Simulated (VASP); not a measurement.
Input of a VASP 6.6.1 run:

The input INCAR:

```
PREC = Accurate ; ENCUT = 600
EDIFF = 1E-6 ; ISMEAR = -1
SIGMA = 0.08 ; LREAL = F
LASPH = T ; NELM = 100
ALGO = Normal ; ISIF = 3
LWAVE = F ; LCHARG = F
GGA = CA ; IBRION = 2
NSW = 32 ; EDIFFG = -0.005
PSTRESS = 1400.0
```

KPOINTS

```
Automatic mesh
0
Gamma
  19 19 19
```

POSCAR

```
Re
1.0
   -1.4268576497      1.4268576497      1.4268576497
    1.4268576497     -1.4268576497      1.4268576497
    1.4268576497      1.4268576497     -1.4268576497
Re
1
Direct
    0.0000000000      0.0000000000      0.0000000000
```

Potentials or basis: VASP PAW LDA potentials, release 64 (Re).

The run is started by

```sh
$ cat potpaw_LDA.64/Re/POTCAR > POTCAR
$ mpirun -np 1 vasp_std > vasp.out
```

**Question.** What does it give for the relaxed cell?

**Answer.** a = 2.477 Å, b = 2.477 Å, c = 2.477 Å, α = 109.47°, β = 109.47°, γ = 109.47°.

**Question.** Predict the relaxed volume.

**Answer.** 11.70 Å³/atom.

**Question.** Predict the space group after relaxing (to 0.1 Å).

**Answer.** Im-3m (No. 229).

**Question.** Predict the band gap on the k mesh.

**Answer.** Zero (an odd number of electrons rules out a gap without spin polarisation).

The path:
| step | energy change (eV) | largest force (eV/Å) | pressure (GPa) | volume (Å³) |
| --- | --- | --- | --- | --- |
| 1 | 0.0000 | 0.0000 | 146.67 | 11.62 |
| 2 | -0.5990 | 0.0000 | 87.16 | 12.45 |
| 3 | -0.0750 | 0.0000 | 139.76 | 11.70 |
| 4 | -0.0725 | 0.0000 | 139.94 | 11.70 |

Caveat: the cell is relaxed towards a set pressure, so the run minimises the enthalpy, not the energy; spin-orbit coupling is left out, which moves the levels of the heavy elements.
